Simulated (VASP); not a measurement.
# ZrOs (Pm-3m) in VASP: a series of runs

Runs on ZrOs. Level: LDA. Tasks: electric field gradients.

Everything below comes from runs of VASP 6.6.1. Logs are shortened: lines on timing, memory, paths and dates and some standing lists are left out, and cuts for length are marked.

**1. The cell of the first run**

It takes space group Pm-3m (No. 221, cubic). The conventional cell has a = 3.252 Å, b = 3.252 Å, c = 3.252 Å, α = 90.00°, β = 90.00°, γ = 90.00°. Zr (site symmetry m-3m) has 8 Os at 2.82 Å and 6 Zr at 3.25 Å within 3.7 Å. Within 3.7 Å of Os (site symmetry m-3m) lie 8 Zr at 2.82 Å and 6 Os at 3.25 Å.

**2. Electric field gradients, LDA (volume scaled by 0.99)**

The input, INCAR:

```
SYSTEM = ZrOs
PREC = Accurate
ENCUT = 520
EDIFF = 1E-8
ISMEAR = -1
SIGMA = 0.03
LREAL = .FALSE.
LASPH = .TRUE.
NELM = 60
ALGO = Normal
ISIF = 2
LWAVE = .FALSE.
LCHARG = .FALSE.
GGA = CA
LEFG = .TRUE.
NBANDS = 17
```

The input, KPOINTS:

```
regular mesh
0
G
  13 13 13
  0 0 0
```

The input, POSCAR:

```
ZrOs
1.0
    3.2520868750      0.0000000000      0.0000000000
    0.0000000000      3.2520868750      0.0000000000
    0.0000000000      0.0000000000      3.2520868750
Zr Os
1 1
Direct
    0.5000000000      0.5000000000      0.5000000000
    0.0000000000      0.0000000000      0.0000000000
```

Potentials or basis: VASP PAW LDA potentials, release 64 (Zr_sv, Os).

Launch:

```
$ cat potpaw_LDA.64/Zr_sv/POTCAR potpaw_LDA.64/Os/POTCAR > POTCAR
$ mpirun -np 1 vasp_std > vasp.out
```

OUTCAR:

```text
SYSTEM = ZrOs
   PREC = Accurate
   ENCUT = 520
   EDIFF = 1E-8
   ISMEAR = -1
   LREAL = .FALSE.
   LASPH = .TRUE.
   NELM = 60
   ISIF = 2
   GGA = CA

 ion  position               nearest neighbor table
   1  0.500  0.500  0.500-   2 2.82   2 2.82   2 2.82   2 2.82   2 2.82   2 2.82   2 2.82   2 2.82

   2  0.000  0.000  0.000-   1 2.82   1 2.82   1 2.82   1 2.82   1 2.82   1 2.82   1 2.82   1 2.82

  LATTYP: Found a simple cubic cell.
 ALAT       =     3.2520868750

  Lattice vectors:

 A1 = (   3.2520868750,   0.0000000000,   0.0000000000)
 A2 = (   0.0000000000,   3.2520868750,   0.0000000000)
 A3 = (   0.0000000000,   0.0000000000,   3.2520868750)

Analysis of symmetry for initial positions (statically):
=====================================================================
 Subroutine PRICEL returns:
 Original cell was already a primitive cell.

 Routine SETGRP: Setting up the symmetry group for a
 simple cubic supercell.

 Subroutine GETGRP returns: Found 48 space group operations
 (whereof 48 operations were pure point group operations)
 out of a pool of 48 trial point group operations.

The static configuration has the point symmetry O_h .

Analysis of symmetry for dynamics (positions and initial velocities):
=====================================================================
 Subroutine PRICEL returns:
 Original cell was already a primitive cell.

 Routine SETGRP: Setting up the symmetry group for a
 simple cubic supercell.

 Subroutine GETGRP returns: Found 48 space group operations
 (whereof 48 operations were pure point group operations)
 out of a pool of 48 trial point group operations.

The dynamic configuration has the point symmetry O_h .

 Subroutine INISYM returns: Found 48 space group operations
 (whereof 48 operations are pure point group operations),
 and found     1 'primitive' translations

----------------------------------------------------------------------------------------

                                     Primitive cell

  volume of cell :      34.3943

  direct lattice vectors                    reciprocal lattice vectors
     3.252086875  0.000000000  0.000000000     0.307494861  0.000000000  0.000000000
     0.000000000  3.252086875  0.000000000     0.000000000  0.307494861  0.000000000
     0.000000000  0.000000000  3.252086875     0.000000000  0.000000000  0.307494861

  length of vectors
     3.252086875  3.252086875  3.252086875     0.307494861  0.307494861  0.307494861

  position of ions in fractional coordinates (direct lattice)
     0.500000000  0.500000000  0.500000000
     0.000000000  0.000000000  0.000000000

  ion indices of the primitive-cell ions
   primitive index   ion index
                 1           1
                 2           2

----------------------------------------------------------------------------------------

 KPOINTS: regular mesh

Automatic generation of k-mesh.
 Grid dimensions read from file:
 generate k-points for:   13   13   13

 Generating k-lattice:

  Cartesian coordinates                     Fractional coordinates (reciprocal lattice)
     0.023653451  0.000000000  0.000000000     0.076923077  0.000000000  0.000000000
     0.000000000  0.023653451  0.000000000     0.000000000  0.076923077  0.000000000
     0.000000000  0.000000000  0.023653451     0.000000000  0.000000000  0.076923077

  Length of vectors
     0.023653451  0.023653451  0.023653451

  Shift w.r.t. Gamma in fractional coordinates (k-lattice)
     0.000000000  0.000000000  0.000000000

 Subroutine IBZKPT returns following result:
 ===========================================

 Found     84 irreducible k-points:

 Following reciprocal coordinates:
            Coordinates               Weight
  0.000000  0.000000  0.000000      1.000000
  0.076923  0.000000  0.000000      6.000000
  0.153846  0.000000  0.000000      6.000000
  0.230769  0.000000  0.000000      6.000000
  0.307692  0.000000  0.000000      6.000000
  0.384615  0.000000  0.000000      6.000000
[... 16 lines left out ...]
  0.307692  0.307692  0.000000     12.000000
  0.384615  0.307692  0.000000     24.000000
 [... further k-points ...]
   k-points           NKPTS =     84   k-points in BZ     NKDIM =     84   number of bands    NBANDS=     17
   number of dos      NEDOS =    301   number of ions     NIONS =      2
   total plane-waves  NPLWV =  13824
   dimension x,y,z NGX =    24 NGY =   24 NGZ =   24
   dimension x,y,z NGXF=    48 NGYF=   48 NGZF=   48
   ions per type =               1   1
   NGX,Y,Z   is equivalent  to a cutoff of  12.27, 12.27, 12.27 a.u.
   NGXF,Y,Z  is equivalent  to a cutoff of  24.54, 24.54, 24.54 a.u.
 SYSTEM =  ZrOs
   PREC   = accura    normal or accurate (medium, high low for compatibility)
   ISTART =      0    job   : 0-new  1-cont  2-samecut
   ICHARG =      2    charge: 1-file 2-atom 10-const
   ISPIN  =      1    spin polarized calculation?
   LNONCOLLINEAR =      F non collinear calculations
   LSORBIT =      F    spin-orbit coupling
   LASPH  =      T    aspherical Exc in radial PAW
   ENCUT  =  520.0 eV  38.22 Ry    6.18 a.u.   6.05  6.05  6.05*2*pi/ulx,y,z
   NELM   =     60;   NELMIN=  2; NELMDL= -5     # of ELM steps
   EDIFF  = 0.1E-07   stopping-criterion for ELM
   LREAL  =      F    real-space projection
   EDIFFG = 0.1E-06   stopping-criterion for IOM
   NSW    =      0    number of steps for IOM
   IBRION =     -1    ionic relax: 0-MD 1-quasi-New 2-CG
   NFREE  =      0    steps in history (QN), initial steepest desc. (CG)
   ISIF   =      2    stress and relaxation
   ISYM   =      2    0-nonsym 1-usesym 2-fastsym
   POTIM  = 0.5000    time-step for ionic-motion
   TEBEG  =    0.0;   TEEND  =   0.0 temperature during run
   PSTRESS=    0.0 pullay stress
   NELECT =      20.0000    total number of electrons
   NUPDOWN=      -1.0000    fix difference up-down
   EMIN   =  10.00;   EMAX   =-10.00  energy-range for DOS
   EFERMI =   0.00;   METHOD = LEGACY
   ISMEAR =    -1;   SIGMA  =   0.03  broadening in eV -4-tet -1-fermi 0-gaus
   EFERMI_NEDOS =   21; number of points for ismear=-14 and -15
   IALGO  =     38    algorithm
   IMIX   =      4    mixing-type and parameters
     AMIX     =   0.40;   BMIX     =  1.00
     AMIX_MAG =   1.60;   BMIX_MAG =  1.00
  volume/ion in A,a.u.               =      17.20       116.05
  Fermi-wavevector in a.u.,A,eV,Ry     =   1.366436  2.582190 25.404089  1.867148
  Thomas-Fermi vector in A             =   2.492577
   LORBIT       =      0    0 simple, 1 ext, 2 COOP (PROOUT), +10 PAW based schemes
   GGA     = CA    functional components
   LHFCALC =     F    Hartree Fock is set to
   AEXX    =    0.0000 exact exchange contribution
   IVDW    =     0    specifies the selected vdW correction
   LEPSILON=     F    determine dielectric tensor
   LRPA    =     F    only Hartree local field effects (RPA)
 non-spin polarized calculation
  energy-cutoff  :      520.00
  volume of cell :       34.39
 maximum number of plane-waves:       944
   NGX = 13   NGY = 13   NGZ = 13

 number of electron      20.0000000 magnetization

 Free energy of the ion-electron system (eV)
  ---------------------------------------------------
  ext. energy  EPLUGINS =         0.00000000
  ---------------------------------------------------
  free energy    TOTEN  =       -23.05898985 eV

  energy without entropy =      -23.05654848  energy(sigma->0) =      -23.05776917

 E-fermi :   9.8396     XC(G=0): -12.8820

 val. band max:        9.8358626146   @ k =   0.4615   0.4615   0.1538
 cond. band min:       9.8705780668   @ k =   0.4615   0.1538   0.0000
 fundamental gap:      0.0347154522
 Fermi energy:         9.8396094657

 k-point     1 :       0.0000    0.0000    0.0000
  band No.  band energies     occupation
      1     -38.6472      2.00000
      2     -16.6526      2.00000
      3     -16.6526      2.00000
      4     -16.6526      2.00000
      5       1.8537      2.00000
      6       4.5545      2.00000
[... 9 lines left out ...]
     16      18.0153      0.00000
     17      18.0153      0.00000

 k-point     2 :       0.0769    0.0000    0.0000
  band No.  band energies     occupation
      1     -38.6444      2.00000
      2     -16.6855      2.00000
      3     -16.6514      2.00000
      4     -16.6514      2.00000
      5       1.9858      2.00000
      6       4.6153      2.00000
[... 9 lines left out ...]
     16      17.6014      0.00000
     17      18.6966      0.00000
[... 421 lines left out ...]
 k-point    24 :       0.3846    0.3077    0.0000
  band No.  band energies     occupation
      1     -38.5778      2.00000
      2     -17.0611      2.00000
      3     -16.9468      2.00000
      4     -16.5979      2.00000
      5       4.3694      2.00000
      6       5.3433      2.00000
[... 9 lines left out ...]
     16      15.7329      0.00000
     17      20.4478      0.00000

 [... further k-points ...]
[... 5 lines left out ...]
  --------------------------------------------------------------------------------------
  -------------------------------------------------------------------------------------
  Total       -1.0821687     -1.0821687     -1.0821687     -0.0000000     -0.0000000      0.0000000
  in kB      -50.4102813    -50.4102813    -50.4102813     -0.0000000     -0.0000000      0.0000000
  external PRESSURE =     -50.4102813 kB  Pullay stress =       0.0000000 kB

 VOLUME and BASIS-vectors are now :
 -----------------------------------------------------------------------------
  energy-cutoff  :      520.00
  volume of cell :       34.39
      direct lattice vectors                 reciprocal lattice vectors
     3.252086875  0.000000000  0.000000000     0.307494861  0.000000000  0.000000000
     0.000000000  3.252086875  0.000000000     0.000000000  0.307494861  0.000000000
     0.000000000  0.000000000  3.252086875     0.000000000  0.000000000  0.307494861

 POSITION                                       TOTAL-FORCE (eV/Angst)
 -----------------------------------------------------------------------------------
      1.62604      1.62604      1.62604         0.000000      0.000000      0.000000
      0.00000      0.00000      0.00000         0.000000      0.000000      0.000000
 -----------------------------------------------------------------------------------
    total drift:                                0.000000     -0.000000     -0.000000

  FREE ENERGIE OF THE ION-ELECTRON SYSTEM (eV)
  ---------------------------------------------------
  free  energy   TOTEN  =       -23.0589898542 eV

  energy  without entropy=      -23.0565484784  energy(sigma->0) =      -23.05776917

 Electric field gradients (V/A^2)
---------------------------------------------------------------------
 ion       V_xx      V_yy      V_zz      V_xy      V_xz      V_yz
---------------------------------------------------------------------
   1       0.000     0.000    -0.000     0.000     0.000    -0.000
   2       0.000    -0.000     0.000    -0.000    -0.000    -0.000
---------------------------------------------------------------------

 Electric field gradients after diagonalization (V/A^2)
 (convention: |V_zz| > |V_xx| > |V_yy|)
----------------------------------------------------------------------
 ion       V_xx      V_yy      V_zz     asymmetry (V_yy - V_xx)/ V_zz
----------------------------------------------------------------------
   1       0.000    -0.000     0.000      -0.656
   2      -0.000     0.000     0.000       0.720
----------------------------------------------------------------------

           NMR quadrupolar parameters

 Cq : quadrupolar parameter    Cq=e*Q*V_zz/h
 eta: asymmetry parameters     (V_yy - V_xx)/ V_zz
 Q  : nuclear electric quadrupole moment in mb (millibarn)
----------------------------------------------------------------------
 ion       Cq(MHz)       eta       Q (mb)
----------------------------------------------------------------------
   1       0.000      -0.656       1.000
   2       0.000       0.720       1.000
----------------------------------------------------------------------
```

Run time: 32 s. Hardware: 1 thread of Intel Xeon Platinum 8375C at 2.90GHz (Ice Lake), shared host; peak memory 0.17 GiB.

What came out:

| Item | Value |
| --- | --- |
| Free energy | -23.0590 eV |
| Pressure | -5.0 GPa |
| Band gap on the k mesh | zero (band 10 reaches 10.14 eV, above the bottom of band 11 at 9.10 eV) |

Caveat: without QUAD_EFG the Cq values of the log hold for a quadrupole moment of 1 mb, not for the nuclei; spin-orbit coupling is left out, which moves the levels of the heavy elements.

(Continued in part 2 of 2.)
